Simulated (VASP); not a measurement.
# Hf (Im-3m) in VASP: a series of runs, part 2 of 2

VASP 6.6.1.

**3. Single point, LDA**

This run uses another cell than the first one, of 20.42 Å³/atom, 0.868 times its volume.

Contents of INCAR:

```
SYSTEM = Hf
PREC     = Accurate       ! precision mode
ENCUT    = 520            ! plane-wave cutoff, eV
EDIFF    = 1E-6           ! SCF threshold, eV
ISMEAR   = -1             ! smearing method
SIGMA    = 0.05           ! smearing width, eV
LREAL    = .FALSE.        ! projectors in reciprocal space
LASPH    = .TRUE.         ! aspherical terms in the spheres
NELM     = 80             ! most SCF steps
ALGO     = Normal         ! electronic algorithm
ISIF     = 2              ! what is computed and relaxed
LWAVE    = .FALSE.        ! write WAVECAR
LCHARG   = .FALSE.        ! write CHGCAR
NBANDS   = 11             ! bands
```

Contents of KPOINTS:

```
regular mesh
0
G
  10 10 10
  0 0 0
```

Contents of POSCAR:

```
Hf
1.0
   -1.7219476878      1.7219476878      1.7219476878
    1.7219476878     -1.7219476878      1.7219476878
    1.7219476878      1.7219476878     -1.7219476878
Hf
1
Direct
    0.0000000000      0.0000000000      0.0000000000
```

Potentials or basis: VASP PAW LDA potentials, release 64 (Hf_pv).

Launch:

```console
cat potpaw_LDA.64/Hf_pv/POTCAR > POTCAR
mpirun -np 1 vasp_std > vasp.out
```

OUTCAR:

```text
SYSTEM = Hf
   PREC = Accurate
   ENCUT = 520
   EDIFF = 1E-6
   ISMEAR = -1
   LREAL = .FALSE.
   LASPH = .TRUE.
   NELM = 80
   ISIF = 2

 ion  position               nearest neighbor table
   1  0.000  0.000  0.000-

  LATTYP: Found a body centered cubic cell.
 ALAT       =     3.4438953756

  Lattice vectors:

 A1 = (  -1.7219476878,   1.7219476878,   1.7219476878)
 A2 = (   1.7219476878,  -1.7219476878,   1.7219476878)
 A3 = (   1.7219476878,   1.7219476878,  -1.7219476878)

[... 505 lines left out ...]
      3     -24.3153      2.00000
      4       0.9883      2.00000
      5       5.2745      0.13563
      6       5.3877      0.01501
      7       8.2273      0.00000
      8       9.8953      0.00000
      9      10.6243      0.00000
     10      17.7206      0.00000
     11      18.1652      0.00000

 [... further k-points ...]
[... 5 lines left out ...]
  --------------------------------------------------------------------------------------
  -------------------------------------------------------------------------------------
  Total        0.0149565      0.0149565      0.0149565     -0.0000000     -0.0000000      0.0000000
  in kB        1.1733291      1.1733291      1.1733291     -0.0000000     -0.0000000      0.0000000
  external PRESSURE =       1.1733291 kB  Pullay stress =       0.0000000 kB

 VOLUME and BASIS-vectors are now :
 -----------------------------------------------------------------------------
  energy-cutoff  :      520.00
  volume of cell :       20.42
      direct lattice vectors                 reciprocal lattice vectors
    -1.721947688  1.721947688  1.721947688     0.000000000  0.290368867  0.290368867
     1.721947688 -1.721947688  1.721947688     0.290368867  0.000000000  0.290368867
     1.721947688  1.721947688 -1.721947688     0.290368867  0.290368867  0.000000000

 POSITION                                       TOTAL-FORCE (eV/Angst)
 -----------------------------------------------------------------------------------
      0.00000      0.00000      0.00000         0.000000      0.000000      0.000000
 -----------------------------------------------------------------------------------
    total drift:                               -0.000000      0.000000     -0.000000

  FREE ENERGIE OF THE ION-ELECTRON SYSTEM (eV)
  ---------------------------------------------------
  free  energy   TOTEN  =       -10.5555371407 eV

  energy  without entropy=      -10.5413005944  energy(sigma->0) =      -10.54841887
```

Wall time 8.2 s (1 thread of Intel Xeon 8259CL, shared host); peak memory 0.13 GiB.

Results:

| Item | Value |
| --- | --- |
| Free energy | -10.5555 eV |
| Pressure | 0.1 GPa |
| Band gap on the k mesh | zero (band 5 reaches 6.60 eV, above the bottom of band 6 at 4.26 eV) |

Levels at points of the mesh, in eV from the Fermi level:
```csv
k point,band 1,band 2,band 3,band 4,band 5,band 6,band 7,band 8,band 9,band 10
"(0.00, 0.00, 0.00)",-29.37,-29.37,-29.37,-7.30,1.46,1.46,1.46,4.52,4.52,12.60
"(0.50, 0.00, 0.00)",-30.50,-29.73,-29.38,-3.71,-0.77,1.56,4.40,5.49,8.33,10.96
"(0.50, 0.50, 0.50)",-30.15,-30.15,-30.15,-3.04,-3.04,7.37,7.37,7.37,8.03,8.03
```

Caveat: spin-orbit coupling is left out, which moves the levels of the heavy elements.

**4. Single point, PBEsol**

This run uses another cell than the first one, of 21.30 Å³/atom, 0.906 times its volume.

Contents of INCAR:

```
  PREC = Accurate
  ENCUT = 520
  EDIFF = 1E-7
  ISMEAR = -1
  SIGMA = 0.05
  LREAL = F
  LASPH = T
  NELM = 100
  ALGO = Normal
  ISIF = 2
  LWAVE = F
  LCHARG = F
  GGA = PS
  NBANDS = 11
```

Contents of KPOINTS:

```
regular mesh
0
Gamma
  10 10 10
```

Contents of POSCAR:

```
Hf
1.0
   -1.7463737957      1.7463737957      1.7463737957
    1.7463737957     -1.7463737957      1.7463737957
    1.7463737957      1.7463737957     -1.7463737957
Hf
1
Direct
    0.0000000000      0.0000000000      0.0000000000
```

Potentials or basis: VASP PAW PBE potentials, release 64 (Hf_pv).

Launch:

```console
cat potpaw_PBE.64/Hf_pv/POTCAR > POTCAR
mpirun -np 1 vasp_std > vasp.out
```

OUTCAR:

```text
PREC = Accurate
   ENCUT = 520
   EDIFF = 1E-7
   ISMEAR = -1
   LREAL = F
   LASPH = T
   NELM = 100
   ISIF = 2
   GGA = PS

 ion  position               nearest neighbor table
   1  0.000  0.000  0.000-

  LATTYP: Found a body centered cubic cell.
 ALAT       =     3.4927475914

  Lattice vectors:

 A1 = (  -1.7463737957,   1.7463737957,   1.7463737957)
 A2 = (   1.7463737957,  -1.7463737957,   1.7463737957)
 A3 = (   1.7463737957,   1.7463737957,  -1.7463737957)

Analysis of symmetry for initial positions (statically):
=====================================================================
 Subroutine PRICEL returns:
 Original cell was already a primitive cell.

 Routine SETGRP: Setting up the symmetry group for a
 body centered cubic supercell.

 Subroutine GETGRP returns: Found 48 space group operations
[... 9 lines left out ...]

 Routine SETGRP: Setting up the symmetry group for a
 body centered cubic supercell.

 Subroutine GETGRP returns: Found 48 space group operations
[... 11 lines left out ...]
                                     Primitive cell

  volume of cell :      21.3045

  direct lattice vectors                    reciprocal lattice vectors
    -1.746373796  1.746373796  1.746373796     0.000000000  0.286307548  0.286307548
     1.746373796 -1.746373796  1.746373796     0.286307548  0.000000000  0.286307548
     1.746373796  1.746373796 -1.746373796     0.286307548  0.286307548  0.000000000

  length of vectors
     3.024808143  3.024808143  3.024808143     0.404900018  0.404900018  0.404900018

  position of ions in fractional coordinates (direct lattice)
     0.000000000  0.000000000  0.000000000

  ion indices of the primitive-cell ions
   primitive index   ion index
                 1           1

----------------------------------------------------------------------------------------

 KPOINTS: regular mesh

Automatic generation of k-mesh.
 Grid dimensions read from file:
 generate k-points for:   10   10   10
[... 81 lines left out ...]
   IALGO  =     38    algorithm
   IMIX   =      4    mixing-type and parameters
     AMIX     =   0.40;   BMIX     =  1.00
     AMIX_MAG =   1.60;   BMIX_MAG =  1.00
  volume/ion in A,a.u.               =      21.30       143.77
  Fermi-wavevector in a.u.,A,eV,Ry     =   1.272285  2.404269 22.023863  1.618708
  Thomas-Fermi vector in A             =   2.405171
   LORBIT       =      0    0 simple, 1 ext, 2 COOP (PROOUT), +10 PAW based schemes
   GGA     = PS    functional components
   LHFCALC =     F    Hartree Fock is set to
   AEXX    =    0.0000 exact exchange contribution
   IVDW    =     0    specifies the selected vdW correction
   LEPSILON=     F    determine dielectric tensor
   LRPA    =     F    only Hartree local field effects (RPA)
 non-spin polarized calculation
  energy-cutoff  :      520.00
  volume of cell :       21.30
 maximum number of plane-waves:       603
   NGX = 11   NGY = 11   NGZ = 11

 number of electron      10.0000000 magnetization

 number of electron       9.9999998 magnetization

 Free energy of the ion-electron system (eV)
  ---------------------------------------------------
  ext. energy  EPLUGINS =         0.00000000
  ---------------------------------------------------
  free energy    TOTEN  =       -10.34260825 eV

  energy without entropy =      -10.32930156  energy(sigma->0) =      -10.33595490

 E-fermi :   4.7645     XC(G=0): -11.6160

 val. band max:        4.7640076678   @ k =   0.3000   0.0000   0.0000
 cond. band min:       4.7985842608   @ k =   0.3000   0.2000   0.0000
 fundamental gap:      0.0345765931
 Fermi energy:         4.7645055465

 k-point     1 :       0.0000    0.0000    0.0000
  band No.  band energies     occupation
      1     -24.8430      2.00000
      2     -24.8430      2.00000
      3     -24.8430      2.00000
      4      -2.4527      2.00000
      5       6.2933      0.00000
      6       6.2933      0.00000
      7       6.2933      0.00000
      8       9.2321      0.00000
      9       9.2321      0.00000
     10      18.1829      0.00000
     11      18.3038      0.00000
[... 309 lines left out ...]
 k-point    24 :      -0.3000    0.3000    0.1000
  band No.  band energies     occupation
      1     -25.4811      2.00000
      2     -25.0837      2.00000
      3     -24.9198      2.00000
      4       0.6059      2.00000
      5       4.9410      0.05698
      6       5.1212      0.00159
      7       7.8320      0.00000
      8       9.4170      0.00000
      9      10.1217      0.00000
     10      17.3558      0.00000
     11      18.1895      0.00000

 [... further k-points ...]
[... 5 lines left out ...]
  --------------------------------------------------------------------------------------
  -------------------------------------------------------------------------------------
  Total       -0.0345115     -0.0345115     -0.0345115      0.0000000      0.0000000      0.0000000
  in kB       -2.5953882     -2.5953882     -2.5953882      0.0000000      0.0000000      0.0000000
  external PRESSURE =      -2.5953882 kB  Pullay stress =       0.0000000 kB

 VOLUME and BASIS-vectors are now :
 -----------------------------------------------------------------------------
  energy-cutoff  :      520.00
  volume of cell :       21.30
      direct lattice vectors                 reciprocal lattice vectors
    -1.746373796  1.746373796  1.746373796     0.000000000  0.286307548  0.286307548
     1.746373796 -1.746373796  1.746373796     0.286307548  0.000000000  0.286307548
     1.746373796  1.746373796 -1.746373796     0.286307548  0.286307548  0.000000000

 POSITION                                       TOTAL-FORCE (eV/Angst)
 -----------------------------------------------------------------------------------
      0.00000      0.00000      0.00000        -0.000000      0.000000     -0.000000
 -----------------------------------------------------------------------------------
    total drift:                                0.000000      0.000000     -0.000000

  FREE ENERGIE OF THE ION-ELECTRON SYSTEM (eV)
  ---------------------------------------------------
  free  energy   TOTEN  =       -10.3426082508 eV

  energy  without entropy=      -10.3293015563  energy(sigma->0) =      -10.33595490
```

OSZICAR:

```text
N       E                     dE             d eps       ncg     rms          rms(c)
DAV:   1     0.128789010636E+02    0.12879E+02   -0.57047E+03  1050   0.845E+02
DAV:   2    -0.102588587548E+02   -0.23138E+02   -0.22409E+02  1309   0.157E+02
DAV:   3    -0.106871868711E+02   -0.42833E+00   -0.42571E+00  1277   0.148E+01
DAV:   4    -0.106887419871E+02   -0.15551E-02   -0.15549E-02  1157   0.110E+00
DAV:   5    -0.106887499315E+02   -0.79444E-05   -0.79442E-05  1297   0.695E-02    0.464E+01
DAV:   6    -0.104310385220E+02    0.25771E+00   -0.21244E-01  1139   0.333E+00    0.270E+01
DAV:   7    -0.103465299207E+02    0.84509E-01   -0.30097E-01  1169   0.381E+00    0.110E+00
DAV:   8    -0.103425932360E+02    0.39367E-02   -0.19375E-02  1136   0.101E+00    0.248E-01
DAV:   9    -0.103426061275E+02   -0.12891E-04   -0.32576E-04  1308   0.147E-01    0.407E-02
DAV:  10    -0.103426085334E+02   -0.24060E-05   -0.17564E-05  1198   0.316E-02    0.238E-02
DAV:  11    -0.103426082617E+02    0.27177E-06   -0.24890E-06  1193   0.118E-02    0.146E-03
DAV:  12    -0.103426082508E+02    0.10882E-07   -0.31968E-08   744   0.171E-03
   1 F= -.10342608E+02 E0= -.10335955E+02  d E =-.133067E-01
```

Wall time 8.7 s (1 thread of Intel Xeon 8259CL, shared host); peak memory 0.14 GiB.

What came out:

| Item | Value |
| --- | --- |
| Free energy | -10.3426 eV |
| Pressure | -0.3 GPa |
| Band gap on the k mesh | zero (band 5 reaches 6.29 eV, above the bottom of band 6 at 3.95 eV) |

Caveat: the PAW data sets were made with another functional, which shifts forces and pressure a little; spin-orbit coupling is left out, which moves the levels of the heavy elements.

**5. Single point, PBE**

This run uses another cell than the first one, of 22.31 Å³/atom, 0.949 times its volume.

Contents of INCAR:

```
PREC = Accurate
ENCUT = 520
EDIFF = 1E-7
ISMEAR = -1
SIGMA = 0.05
LREAL = F
LASPH = T
NELM = 60
ALGO = Fast
ISIF = 2
LWAVE = F
LCHARG = F
GGA = PE
NBANDS = 11
```

KPOINTS is that of step 4.

Contents of POSCAR:

```
Hf
1.0
   -1.7734823090      1.7734823090      1.7734823090
    1.7734823090     -1.7734823090      1.7734823090
    1.7734823090      1.7734823090     -1.7734823090
Hf
1
Direct
    0.0000000000      0.0000000000      0.0000000000
```

Potentials or basis: VASP PAW PBE potentials, release 64 (Hf_pv).

Launch:

```console
cat potpaw_PBE.64/Hf_pv/POTCAR > POTCAR
mpirun -np 1 vasp_std > vasp.out
```

OUTCAR:

```text
PREC = Accurate
   ENCUT = 520
   EDIFF = 1E-7
   ISMEAR = -1
   LREAL = F
   LASPH = T
   NELM = 60
   ISIF = 2
   GGA = PE

 ion  position               nearest neighbor table
   1  0.000  0.000  0.000-

  LATTYP: Found a body centered cubic cell.
 ALAT       =     3.5469646180

  Lattice vectors:

 A1 = (  -1.7734823090,   1.7734823090,   1.7734823090)
 A2 = (   1.7734823090,  -1.7734823090,   1.7734823090)
 A3 = (   1.7734823090,   1.7734823090,  -1.7734823090)

Analysis of symmetry for initial positions (statically):
=====================================================================
 Subroutine PRICEL returns:
 Original cell was already a primitive cell.

 Routine SETGRP: Setting up the symmetry group for a
 body centered cubic supercell.

 Subroutine GETGRP returns: Found 48 space group operations
 (whereof 48 operations were pure point group operations)
 out of a pool of 48 trial point group operations.

The static configuration has the point symmetry O_h .

Analysis of symmetry for dynamics (positions and initial velocities):
[... 167 lines left out ...]
      2     -25.2336      2.00000
      3     -25.2336      2.00000
      4      -2.4519      2.00000
      5       6.1237      0.00000
      6       6.1237      0.00000
      7       6.1237      0.00000
      8       8.9114      0.00000
      9       8.9114      0.00000
     10      17.8915      0.00000
     11      17.8915      0.00000
[... 309 lines left out ...]
 k-point    24 :      -0.3000    0.3000    0.1000
  band No.  band energies     occupation
      1     -25.7748      2.00000
      2     -25.4398      2.00000
      3     -25.2984      2.00000
      4       0.4947      2.00000
      5       4.8028      0.03467
      6       5.0117      0.00054
      7       7.5806      0.00000
      8       9.0617      0.00000
      9       9.7254      0.00000
     10      16.7755      0.00000
     11      19.0193      0.00000

 [... further k-points ...]

------------------------ aborting loop because EDIFF is reached ----------------------------------------

  FORCE on cell =-STRESS in cart. coord.  units (eV):
  Direction    XX          YY          ZZ          XY          YZ          ZX
  --------------------------------------------------------------------------------------
  -------------------------------------------------------------------------------------
  Total       -0.0440958     -0.0440958     -0.0440958     -0.0000000     -0.0000000     -0.0000000
  in kB       -3.1664086     -3.1664086     -3.1664086     -0.0000000     -0.0000000     -0.0000000
  external PRESSURE =      -3.1664086 kB  Pullay stress =       0.0000000 kB

 VOLUME and BASIS-vectors are now :
 -----------------------------------------------------------------------------
  energy-cutoff  :      520.00
  volume of cell :       22.31
      direct lattice vectors                 reciprocal lattice vectors
    -1.773482309  1.773482309  1.773482309     0.000000000  0.281931203  0.281931203
     1.773482309 -1.773482309  1.773482309     0.281931203  0.000000000  0.281931203
     1.773482309  1.773482309 -1.773482309     0.281931203  0.281931203  0.000000000

 POSITION                                       TOTAL-FORCE (eV/Angst)
 -----------------------------------------------------------------------------------
      0.00000      0.00000      0.00000         0.000000     -0.000000      0.000000
 -----------------------------------------------------------------------------------
    total drift:                                0.000000      0.000000     -0.000000

  FREE ENERGIE OF THE ION-ELECTRON SYSTEM (eV)
  ---------------------------------------------------
  free  energy   TOTEN  =        -9.7532374519 eV

  energy  without entropy=       -9.7394586103  energy(sigma->0) =       -9.74634803
```

stdout:

```text
POSCAR found type information on POSCAR Hf
 POSCAR found :  1 types and       1 ions
 scaLAPACK will be used
 LDA part: xc-table for (Slater+PW92), standard interpolation
 POSCAR, INCAR and KPOINTS ok, starting setup
 FFT: planning ... GRIDC
 FFT: planning ... GRID_SOFT
 FFT: planning ... GRID
 WAVECAR not read
 entering main loop
```

Wall time 13 s (1 thread of Intel Xeon 8259CL, shared host); peak memory 0.14 GiB.

Results:

| Item | Value |
| --- | --- |
| Free energy | -9.7532 eV |
| Pressure | -0.3 GPa |
| Band gap on the k mesh | zero (band 5 reaches 6.12 eV, above the bottom of band 6 at 3.84 eV) |

Caveat: spin-orbit coupling is left out, which moves the levels of the heavy elements.

**6. Summary**

| task | level | potentials or basis | cell | cutoff (eV) | gap on the mesh (eV) | pressure (GPa) |
| --- | --- | --- | --- | --- | --- | --- |
| relaxation of cell and atoms | PBEsol | VASP PAW PBE potentials, release 64 (Hf_pv) | relaxed to 10 GPa from a = 3.126 Å, angles 109.5°, 1 atom | 600 | none | 10.0 |
| single point | LDA | VASP PAW LDA potentials, release 64 (Hf_pv) | a = 2.983 Å, angles 109.5°, 1 atom | 520 | none | 0.1 |
| single point | PBEsol | VASP PAW PBE potentials, release 64 (Hf_pv) | a = 3.025 Å, angles 109.5°, 1 atom | 520 | none | -0.3 |
| single point | PBE | VASP PAW PBE potentials, release 64 (Hf_pv) | a = 3.072 Å, angles 109.5°, 1 atom | 520 | none | -0.3 |

Alike in all rows: no spin polarisation; k mesh 10 × 10 × 10; smearing fermi-dirac 0.05 eV.

Caveats: spin-orbit coupling is left out, which moves the levels of the heavy elements; the PAW data sets were made with another functional, which shifts forces and pressure a little (some runs); the cell is relaxed towards a set pressure, so the enthalpy falls and the energy may rise (some runs); the volume moved by over 15 % at a fixed basis, so the end points are rough (some runs).

Total energies depend on the potentials used, so only differences within one code and one set of settings carry meaning.
